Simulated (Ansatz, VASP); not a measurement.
## Two plane-wave programs on BAs

Contents of POSCAR:

```
BAs
1.0
    0.0000000000      2.3679980249      2.3919171969
    2.3919171969      0.0000000000      2.3919171969
    2.3919171969      2.3679980249      0.0000000000
B As
1 1
Direct
    0.0000000000      0.0000000000      0.0000000000
    0.7500000000      0.7500000000      0.7500000000
```

INCAR.step1

```
SYSTEM = BAs
PREC = Accurate
ENCUT = 520
ISMEAR = 0
SIGMA = 0.05
LREAL = .FALSE.
LASPH = .TRUE.
NELM = 60
NBANDS = 11
GGA = PE
ALGO = Normal
EDIFF = 1E-4
LWAVE = .TRUE.
LCHARG = .FALSE.
```

INCAR.step2

```
SYSTEM = BAs
PREC = Accurate
ENCUT = 520
EDIFF = 1E-6
ISMEAR = 0
SIGMA = 0.05
LREAL = .FALSE.
LASPH = .TRUE.
NELM = 60
ALGO = Normal
ISIF = 2
LWAVE = .FALSE.
LCHARG = .FALSE.
METAGGA = R2SCAN
LMIXTAU = .TRUE.
NBANDS = 11
ISTART = 1
```

KPOINTS

```
Automatic mesh
0
G
  10 10 10
  0 0 0
```

Input for Ansatz:

```yaml
crystal:
  lattice:
    - [0.0, 2.3679980249, 2.3919171969]
    - [2.3919171969, 0.0, 2.3919171969]
    - [2.3919171969, 2.3679980249, 0.0]
  atoms:
    - { symbol: B, position: [0.0, 0.0, 0.0] }
    - { symbol: As, position: [0.75, 0.75, 0.75] }
basis:
  ecutwfc: 500
kpoints:
  mp_grid: { grid: [10, 10, 10] }
hamiltonian:
  xc: r2scan
scf:
  occupations: { method: gaussian, width: 0.05 }
output:
  forces: true
  stress: true
  eigenvalues: true
```

Change from the starting cell: strain -0.0100 x Voigt [0, 1, 0, 0, 0, 0], atoms carried along.

Alike in both runs: task single point; functional r2SCAN; k mesh 10 × 10 × 10; occupations gaussian, width 0.05 eV; no spin polarisation.

|  | VASP | Ansatz |
| --- | --- | --- |
| version | VASP 6.6.1 | Ansatz 0.2.0 |
| potentials or method | VASP PAW PBE potentials, release 64 (B, As), cutoff 520 eV | scalar-relativistic, plane waves, PAW |
| valence electrons in the cell | 8 | 18 |

|  | VASP | Ansatz | Ansatz less VASP |
| --- | --- | --- | --- |
| gap on the k mesh at the Fermi level (eV) | 1.20 | 1.20 | +0.001 |
| least direct gap on the mesh (eV) | 3.34 | 3.33 | -0.004 |
| pressure (GPa) | 1.7 | 1.4 | -0.27 |
| traceless stress, the component that is largest in VASP (GPa) | 1.48 | 1.49 | +0.003 |

VASP's potentials were made for PBE, not for r2SCAN. With one functional, cell and mesh, what is left measures potentials, basis and numerics. VASP's potentials hold 8 valence electrons a cell and Ansatz's 18, so a difference there can come from the potentials and not from the codes.
